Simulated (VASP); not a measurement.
# Hf: single point with r2SCAN

Hf:

```xyz
3
Lattice="4.8610 0.0000 0.0000 -2.4305 4.2098 0.0000 0.0000 0.0000 3.0232" Properties=species:S:1:pos:R:3 pbc="T T T"
Hf    0.0000    0.0000    0.0000
Hf    0.0000    2.8065    1.5116
Hf    2.4305    1.4033    1.5116
```

| Quantity | Value |
| --- | --- |
| Program | VASP 6.6.1 |
| Task | single point |
| Functional | r2SCAN |
| Potentials or basis | VASP PAW PBE potentials, release 64 (Hf_pv) |
| Cutoff | 520 eV |
| k mesh | 6 × 6 × 9 |
| Occupations | fermi-dirac, width 0.05 eV |
| Spin | no spin polarisation |
| Dipole correction | no |
| Further INCAR settings | ALGO = Normal; EDIFF = 1e-07; NBANDS = 22 |

```
Pressure               : 8.0 GPa
Band gap on the k mesh : zero (band 15 reaches 5.60 eV, above the bottom of band 16 at 4.70 eV)
```

Stress tensor (GPa, compression positive):
```
7.86 0.00 0.00
0.00 7.86 0.00
0.00 0.00 8.30
```

Levels at points of the mesh, in eV from the Fermi level:
| k point | band 13 | band 14 | band 15 | band 16 | band 17 | band 18 |
| --- | --- | --- | --- | --- | --- | --- |
| (0.00, 0.00, 0.00) | -0.79 | -0.70 | -0.70 | -0.51 | 1.39 | 2.48 |
| (0.50, 0.00, 0.00) | -0.56 | -0.41 | -0.38 | 0.20 | 1.07 | 1.15 |

Wall time 92 s on 1 thread of Intel(R) Xeon(R) 6975P-C (Granite Rapids), with other jobs on the host, peak memory 0.19 GiB.

Caveat: the PAW data sets were made with another functional, which shifts forces and pressure a little; spin-orbit coupling is left out, which moves the levels of the heavy elements.
